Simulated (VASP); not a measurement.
# Br (I4/mmm) in VASP: further runs

Aim: see how the results for Br move with the level of theory and the settings. Levels: PBEsol, LDA. Tasks: single point.

All numbers are computed with VASP 6.6.1; they aren't measurements. Logs are shortened: lines on timing, memory, paths and dates and some standing lists are left out, and cuts for length are marked.

## (1) The cell of the first run

Symmetry: I4/mmm, No. 139, tetragonal system. Conventional cell: a = 2.847 Å, b = 2.847 Å, c = 7.155 Å, α = 90.00°, β = 90.00°, γ = 90.00°. Br (site symmetry 4/mmm) has 4 Br at 2.85 Å within 3.8 Å.

## (2) Single point, PBEsol

INCAR

```
SYSTEM = Br
PREC = Accurate ; ENCUT = 520
EDIFF = 1E-7 ; ISMEAR = 0
SIGMA = 0.05 ; LREAL = .FALSE.
LASPH = .TRUE. ; NELM = 100
ALGO = Normal ; ISIF = 2
LWAVE = .FALSE. ; LCHARG = .FALSE.
GGA = PS ; NBANDS = 10
```

KPOINTS

```
Automatic mesh
0
G
  11 11 11
  0 0 0
```

POSCAR

```
Br
1.0
   -1.4234917050      1.4234917050      3.5775173700
    1.4234917050     -1.4234917050      3.5775173700
    1.4234917050      1.4234917050     -3.5775173700
Br
1
Direct
    0.0000000000      0.0000000000      0.0000000000
```

Potentials or basis: VASP PAW PBE potentials, release 64 (Br).

Command:

```sh
> cat potpaw_PBE.64/Br/POTCAR > POTCAR
> mpirun -np 1 vasp_std > vasp.out
```

OUTCAR:

```text
SYSTEM = Br
   PREC = Accurate
   ENCUT = 520
   EDIFF = 1E-7
   ISMEAR = 0
   LREAL = .FALSE.
   LASPH = .TRUE.
   NELM = 100
   ISIF = 2
   GGA = PS

 ion  position               nearest neighbor table
   1  0.000  0.000  0.000-

  LATTYP: Found a body centered tetragonal cell.
 ALAT       =     2.8469834100
 C/A-ratio  =     2.5131986069

  Lattice vectors:

 A1 = (  -1.4234917050,   1.4234917050,   3.5775173700)
 A2 = (   1.4234917050,  -1.4234917050,   3.5775173700)
 A3 = (   1.4234917050,   1.4234917050,  -3.5775173700)

Analysis of symmetry for initial positions (statically):
=====================================================================
 Subroutine PRICEL returns:
 Original cell was already a primitive cell.

 Routine SETGRP: Setting up the symmetry group for a
 body centered tetragonal supercell.

 Subroutine GETGRP returns: Found 16 space group operations
 (whereof 16 operations were pure point group operations)
 out of a pool of 16 trial point group operations.

The static configuration has the point symmetry D_4h.

Analysis of symmetry for dynamics (positions and initial velocities):
=====================================================================
 Subroutine PRICEL returns:
 Original cell was already a primitive cell.

 Routine SETGRP: Setting up the symmetry group for a
 body centered tetragonal supercell.

 Subroutine GETGRP returns: Found 16 space group operations
 (whereof 16 operations were pure point group operations)
 out of a pool of 16 trial point group operations.

The dynamic configuration has the point symmetry D_4h.

 Subroutine INISYM returns: Found 16 space group operations
 (whereof 16 operations are pure point group operations),
 and found     1 'primitive' translations

----------------------------------------------------------------------------------------

                                     Primitive cell

  volume of cell :      28.9969

  direct lattice vectors                    reciprocal lattice vectors
    -1.423491705  1.423491705  3.577517370     0.000000000  0.351248973  0.139761725
     1.423491705 -1.423491705  3.577517370     0.351248973  0.000000000  0.139761725
     1.423491705  1.423491705 -3.577517370     0.351248973  0.351248973  0.000000000

  length of vectors
     4.105032010  4.105032010  4.105032010     0.378033307  0.378033307  0.496741062

  position of ions in fractional coordinates (direct lattice)
     0.000000000  0.000000000  0.000000000

  ion indices of the primitive-cell ions
   primitive index   ion index
                 1           1

----------------------------------------------------------------------------------------

 KPOINTS: Automatic mesh

Automatic generation of k-mesh.
 Grid dimensions read from file:
 generate k-points for:   11   11   11

 Generating k-lattice:

  Cartesian coordinates                     Fractional coordinates (reciprocal lattice)
     0.000000000  0.031931725  0.012705611     0.090909091  0.000000000 -0.000000000
     0.031931725  0.000000000  0.012705611     0.000000000  0.090909091 -0.000000000
     0.031931725  0.031931725  0.000000000     0.000000000  0.000000000  0.090909091

  Length of vectors
     0.034366664  0.034366664  0.045158278

  Shift w.r.t. Gamma in fractional coordinates (k-lattice)
     0.000000000  0.000000000  0.000000000

 Subroutine IBZKPT returns following result:
 ===========================================

 Found    126 irreducible k-points:

 Following reciprocal coordinates:
            Coordinates               Weight
  0.000000  0.000000  0.000000      1.000000
  0.090909  0.000000  0.000000      8.000000
  0.181818  0.000000  0.000000      8.000000
  0.272727  0.000000 -0.000000      8.000000
  0.363636  0.000000  0.000000      8.000000
  0.454545  0.000000  0.000000      8.000000
[... 16 lines left out ...]
 -0.272727  0.181818  0.000000     16.000000
 -0.181818  0.181818  0.000000      4.000000
 [... further k-points ...]
   k-points           NKPTS =    126   k-points in BZ     NKDIM =    126   number of bands    NBANDS=     10
   number of dos      NEDOS =    301   number of ions     NIONS =      1
   total plane-waves  NPLWV =  32768
   dimension x,y,z NGX =    32 NGY =   32 NGZ =   32
   dimension x,y,z NGXF=    64 NGYF=   64 NGZF=   64
   ions per type =               1
   NGX,Y,Z   is equivalent  to a cutoff of  12.96, 12.96, 12.96 a.u.
   NGXF,Y,Z  is equivalent  to a cutoff of  25.92, 25.92, 25.92 a.u.
 SYSTEM =  Br
   PREC   = accura    normal or accurate (medium, high low for compatibility)
   ISTART =      0    job   : 0-new  1-cont  2-samecut
   ICHARG =      2    charge: 1-file 2-atom 10-const
   ISPIN  =      1    spin polarized calculation?
   LNONCOLLINEAR =      F non collinear calculations
   LSORBIT =      F    spin-orbit coupling
   LASPH  =      T    aspherical Exc in radial PAW
   ENCUT  =  520.0 eV  38.22 Ry    6.18 a.u.   7.63  7.63  7.63*2*pi/ulx,y,z
   NELM   =    100;   NELMIN=  2; NELMDL= -5     # of ELM steps
   EDIFF  = 0.1E-06   stopping-criterion for ELM
   LREAL  =      F    real-space projection
   EDIFFG = 0.1E-05   stopping-criterion for IOM
   NSW    =      0    number of steps for IOM
   IBRION =     -1    ionic relax: 0-MD 1-quasi-New 2-CG
   NFREE  =      0    steps in history (QN), initial steepest desc. (CG)
   ISIF   =      2    stress and relaxation
   ISYM   =      2    0-nonsym 1-usesym 2-fastsym
   POTIM  = 0.5000    time-step for ionic-motion
   TEBEG  =    0.0;   TEEND  =   0.0 temperature during run
   PSTRESS=    0.0 pullay stress
   NELECT =       7.0000    total number of electrons
   NUPDOWN=      -1.0000    fix difference up-down
   EMIN   =  10.00;   EMAX   =-10.00  energy-range for DOS
   EFERMI =   0.00;   METHOD = LEGACY
   ISMEAR =     0;   SIGMA  =   0.05  broadening in eV -4-tet -1-fermi 0-gaus
   EFERMI_NEDOS =   21; number of points for ismear=-14 and -15
   IALGO  =     38    algorithm
   IMIX   =      4    mixing-type and parameters
     AMIX     =   0.40;   BMIX     =  1.00
     AMIX_MAG =   1.60;   BMIX_MAG =  1.00
  volume/ion in A,a.u.               =      29.00       195.68
  Fermi-wavevector in a.u.,A,eV,Ry     =   1.019351  1.926294 14.137486  1.039076
  Thomas-Fermi vector in A             =   2.152860
   LORBIT       =      0    0 simple, 1 ext, 2 COOP (PROOUT), +10 PAW based schemes
   GGA     = PS    functional components
   LHFCALC =     F    Hartree Fock is set to
   AEXX    =    0.0000 exact exchange contribution
   IVDW    =     0    specifies the selected vdW correction
   LEPSILON=     F    determine dielectric tensor
   LRPA    =     F    only Hartree local field effects (RPA)
 non-spin polarized calculation
 Gauss-broadening in eV      SIGMA  =   0.05
  energy-cutoff  :      520.00
  volume of cell :       29.00
 maximum number of plane-waves:       799
   NGX = 15   NGY = 15   NGZ = 15

 number of electron       7.0000000 magnetization

 Free energy of the ion-electron system (eV)
  ---------------------------------------------------
  ext. energy  EPLUGINS =         0.00000000
  ---------------------------------------------------
  free energy    TOTEN  =        -1.71216874 eV

  energy without entropy =       -1.71105094  energy(sigma->0) =       -1.71160984

 E-fermi :   1.4113     XC(G=0):  -8.8432

 val. band max:        1.3903011055   @ k =  -0.3636  -0.3636   0.2727
 cond. band min:       1.4296936683   @ k =  -0.0909  -0.1818   0.0909
 fundamental gap:      0.0393925628
 Fermi energy:         1.4112704359

 k-point     1 :       0.0000    0.0000    0.0000
  band No.  band energies     occupation
      1     -14.9430      2.00000
      2      -0.9492      2.00000
      3       2.2950      0.00000
      4       2.2950      0.00000
      5       6.5775      0.00000
      6      11.1262      0.00000
      7      11.5355      0.00000
      8      17.1878      0.00000
      9      17.1878      0.00000
     10      17.6270      0.00000

 k-point     2 :       0.0909    0.0000    0.0000
  band No.  band energies     occupation
      1     -14.8402      2.00000
      2      -0.9406      2.00000
      3       1.4479      0.30043
      4       2.3578      0.00000
      5       6.8960      0.00000
      6      11.4028      0.00000
      7      12.3804      0.00000
      8      14.9153      0.00000
      9      17.3530      0.00000
     10      18.7114      0.00000

 k-point     3 :       0.1818    0.0000    0.0000
  band No.  band energies     occupation
      1     -14.5464      2.00000
      2      -0.9336      2.00000
      3      -0.2646      2.00000
      4       2.5327      0.00000
      5       7.6358      0.00000
      6      11.7094      0.00000
      7      12.6568      0.00000
      8      14.7947      0.00000
      9      17.8274      0.00000
     10      19.3856      0.00000

 k-point     4 :       0.2727    0.0000   -0.0000
  band No.  band energies     occupation
      1     -14.1120      2.00000
      2      -2.1465      2.00000
      3      -0.7611      2.00000
      4       2.7777      0.00000
      5       8.3326      0.00000
      6      11.3010      0.00000
      7      12.2612      0.00000
      8      17.2913      0.00000
      9      18.2308      0.00000
     10      18.9681      0.00000
[... 222 lines left out ...]
 k-point    22 :      -0.3636    0.1818   -0.0000
  band No.  band energies     occupation
      1     -13.3043      2.00000
      2      -3.1968      2.00000
      3      -0.1211      2.00000
      4       0.6833      2.00000
      5       8.8721      0.00000
      6      10.5220      0.00000
      7      12.7149      0.00000
      8      14.8552      0.00000
      9      16.4934      0.00000
     10      20.6784      0.00000

 k-point    23 :      -0.2727    0.1818    0.0000
  band No.  band energies     occupation
      1     -13.7673      2.00000
      2      -1.7524      2.00000
      3      -0.2247      2.00000
      4       0.3576      2.00000
      5       8.6601      0.00000
      6      11.0773      0.00000
      7      13.4837      0.00000
      8      13.9221      0.00000
      9      16.2149      0.00000
     10      18.9213      0.00000

 k-point    24 :      -0.1818    0.1818    0.0000
  band No.  band energies     occupation
      1     -14.1867      2.00000
      2      -0.4254      2.00000
      3      -0.0456      2.00000
      4       0.0920      2.00000
      5       7.9608      0.00000
      6      12.8845      0.00000
      7      13.0894      0.00000
      8      14.4503      0.00000
      9      15.2268      0.00000
     10      17.5544      0.00000

 [... further k-points ...]

------------------------ aborting loop because EDIFF is reached ----------------------------------------

  FORCE on cell =-STRESS in cart. coord.  units (eV):
  Direction    XX          YY          ZZ          XY          YZ          ZX
  --------------------------------------------------------------------------------------
  -------------------------------------------------------------------------------------
  Total       -0.3086979     -0.3086979      0.0085264      0.0000000      0.0000000      0.0000000
  in kB      -17.0566085    -17.0566085      0.4711104      0.0000000      0.0000000      0.0000000
  external PRESSURE =     -11.2140355 kB  Pullay stress =       0.0000000 kB

 VOLUME and BASIS-vectors are now :
 -----------------------------------------------------------------------------
  energy-cutoff  :      520.00
  volume of cell :       29.00
      direct lattice vectors                 reciprocal lattice vectors
    -1.423491705  1.423491705  3.577517370     0.000000000  0.351248973  0.139761725
     1.423491705 -1.423491705  3.577517370     0.351248973  0.000000000  0.139761725
     1.423491705  1.423491705 -3.577517370     0.351248973  0.351248973  0.000000000

 POSITION                                       TOTAL-FORCE (eV/Angst)
 -----------------------------------------------------------------------------------
      0.00000      0.00000      0.00000        -0.000000      0.000000      0.000000
 -----------------------------------------------------------------------------------
    total drift:                                0.000000     -0.000000     -0.000000

  FREE ENERGIE OF THE ION-ELECTRON SYSTEM (eV)
  ---------------------------------------------------
  free  energy   TOTEN  =        -1.7121687354 eV

  energy  without entropy=       -1.7110509418  energy(sigma->0) =       -1.71160984
```

Run time: 83 s. Hardware: 1 thread of Intel Xeon 8259CL, shared host; peak memory 0.16 GiB.

What came out:

```yaml
Free_energy: -1.7122 eV
Pressure: -1.1 GPa
Band_gap_on_the_k_mesh: zero (an odd number of electrons rules out a gap without spin polarisation)
```

Levels at points of the mesh, in eV from the Fermi level:
```tsv
k point	band 1	band 2	band 3	band 4	band 5	band 6	band 7
(0.00, 0.00, 0.00)	-16.35	-2.36	0.88	0.88	5.17	9.71	10.12
```

Caveat: the PAW data sets were made with another functional, which shifts forces and pressure a little; an odd number of electrons without spin polarisation forces a metal; a magnetic or distorted state may lie lower.

## (3) Single point, LDA, non-collinear spin, zero start, spin-orbit coupling

INCAR

```
PREC = Accurate
ENCUT = 520
EDIFF = 1E-6
ISMEAR = 1
SIGMA = 0.1
LREAL = F
LASPH = T
NELM = 150
ALGO = Normal
ISIF = 2
LWAVE = F
LCHARG = T
LNONCOLLINEAR = T
MAGMOM = 0 0 0
LORBIT = 11
LSORBIT = T
GGA_COMPAT = F
LORBMOM = T
LVHAR = T
NBANDS = 18
```

KPOINTS

```
Automatic mesh
0
Gamma
  9 9 9
```

POSCAR is that of step 2.

Potentials or basis: VASP PAW LDA potentials, release 64 (Br).

Command:

```sh
> cat potpaw_LDA.64/Br/POTCAR > POTCAR
> mpirun -np 1 vasp_ncl > vasp.out
```

It took 3.2 min on 1 thread of Intel Xeon 8259CL, shared host; peak memory 0.23 GiB.

Results (log left out):

```yaml
Free_energy: -2.0191 eV
Pressure: -2.4 GPa
Net_moment: 0.00 μB per cell
Valence_electrons_inside_the_program's_atomic_spheres: Br 4.69
```

Stress tensor (GPa, compression positive):
```
-3.01  0.00  0.00
 0.00 -3.01  0.00
 0.00  0.00 -1.11
```

Moments on the atoms (μB; x, y, z):
```
Br  0.00 0.00 0.00
```

## (4) Single point, LDA, non-collinear spin, zero start, spin-orbit coupling

INCAR

```
PREC = Accurate ; ENCUT = 520
EDIFF = 1E-7 ; ISMEAR = 1
SIGMA = 0.1 ; LREAL = F
LASPH = T ; NELM = 150
ALGO = Normal ; ISIF = 2
LWAVE = F ; LCHARG = F
MAGMOM = 0 0 0 ; LORBIT = 11
LSORBIT = T ; GGA_COMPAT = F
LORBMOM = T ; NBANDS = 18
```

KPOINTS

```
regular mesh
0
Gamma
  12 12 12
```

POSCAR is that of step 3.

Potentials or basis: VASP PAW LDA potentials, release 64 (Br).

Command:

```sh
> cat potpaw_LDA.64/Br/POTCAR > POTCAR
> mpirun -np 1 vasp_ncl > vasp.out
```

OUTCAR:

```text
PREC = Accurate
   ENCUT = 520
   EDIFF = 1E-7
   ISMEAR = 1
   LREAL = F
   LASPH = T
   NELM = 150
   ISIF = 2
   LORBIT = 11
   LSORBIT = T

 ion  position               nearest neighbor table
   1  0.000  0.000  0.000-

  LATTYP: Found a body centered tetragonal cell.
 ALAT       =     2.8469834100
 C/A-ratio  =     2.5131986069

  Lattice vectors:

 A1 = (  -1.4234917050,   1.4234917050,   3.5775173700)
 A2 = (   1.4234917050,  -1.4234917050,   3.5775173700)
 A3 = (   1.4234917050,   1.4234917050,  -3.5775173700)

Analysis of symmetry for initial positions (statically):
=====================================================================
 Subroutine PRICEL returns:
 Original cell was already a primitive cell.

 Routine SETGRP: Setting up the symmetry group for a
 body centered tetragonal supercell.

 Subroutine GETGRP returns: Found 16 space group operations
 (whereof 16 operations were pure point group operations)
 out of a pool of 16 trial point group operations.

The static configuration has the point symmetry D_4h.

Analysis of symmetry for dynamics (positions and initial velocities):
=====================================================================
 Subroutine PRICEL returns:
 Original cell was already a primitive cell.

[... 712 lines left out ...]
  free  energy   TOTEN  =        -2.0401274049 eV

  energy  without entropy=       -2.0403427570  energy(sigma->0) =       -2.04019919

 orbital moment (x)

 # of ion     p       d       tot
 ----------------------------------------
  1         0.000   0.000   0.000
 ----------------------------------------
            0.000   0.000   0.000

 orbital moment (y)

 # of ion     p       d       tot
 ----------------------------------------
  1        -0.000  -0.000  -0.000
 ----------------------------------------
           -0.000  -0.000  -0.000

 orbital moment (z)

 # of ion     p       d       tot
 ----------------------------------------
  1         0.000   0.000   0.000
 ----------------------------------------
            0.000   0.000   0.000

 Spin-Orbit-Coupling matrix elements

 Ion:    1  E_soc:     -0.0758645
 l=   1
     0.0000000    -0.0122730    -0.0133621
    -0.0122730     0.0000000    -0.0122730
    -0.0133621    -0.0122730     0.0000000
 l=   2
     0.0000000     0.0000012     0.0000000     0.0000012    -0.0000100
     0.0000012     0.0000000    -0.0000040    -0.0000002    -0.0000042
     0.0000000    -0.0000040     0.0000000    -0.0000040     0.0000000
     0.0000012    -0.0000002    -0.0000040     0.0000000    -0.0000042
    -0.0000100    -0.0000042     0.0000000    -0.0000042     0.0000000
 l=   3
     0.0000000     0.0000000     0.0000000     0.0000000     0.0000000     0.0000000     0.0000000
     0.0000000     0.0000000     0.0000000     0.0000000     0.0000000     0.0000000     0.0000000
     0.0000000     0.0000000     0.0000000     0.0000000     0.0000000     0.0000000     0.0000000
     0.0000000     0.0000000     0.0000000     0.0000000     0.0000000     0.0000000     0.0000000
     0.0000000     0.0000000     0.0000000     0.0000000     0.0000000     0.0000000     0.0000000
     0.0000000     0.0000000     0.0000000     0.0000000     0.0000000     0.0000000     0.0000000
     0.0000000     0.0000000     0.0000000     0.0000000     0.0000000     0.0000000     0.0000000

 total charge

# of ion       s       p       d       tot
------------------------------------------
    1        1.655   3.007   0.030   4.692

 magnetization (x)

# of ion       s       p       d       tot
------------------------------------------
    1        0.000  -0.000  -0.000  -0.000

 magnetization (y)

# of ion       s       p       d       tot
------------------------------------------
    1        0.000  -0.000   0.000  -0.000

 magnetization (z)

# of ion       s       p       d       tot
------------------------------------------
    1        0.000   0.000   0.000   0.000
```

stdout:

```text
POSCAR found type information on POSCAR Br
 POSCAR found :  1 types and       1 ions
 scaLAPACK will be used
 LDA part: xc-table for (Slater(with rela. corr.)+CA(PZ))
 , standard interpolation
 POSCAR, INCAR and KPOINTS ok, starting setup
 FFT: planning ... GRIDC
 FFT: planning ... GRID_SOFT
 FFT: planning ... GRID
 WAVECAR not read
 entering main loop
```

It took 6.7 min on 1 thread of Intel Xeon 8259CL, shared host; peak memory 0.28 GiB.

What came out:

| Quantity | Value |
| --- | --- |
| Free energy | -2.0401 eV |
| Pressure | -2.3 GPa |
| Net moment | 0.00 μB per cell |
| Valence electrons inside the program's atomic spheres | Br 4.69 |

Stress tensor (GPa, compression positive):
```
-3.06  0.00  0.00
 0.00 -3.06  0.00
 0.00  0.00 -0.91
```

Moments on the atoms (μB; x, y, z):
```
Br  0.00 0.00 0.00
```

[end of part 1 of 2]
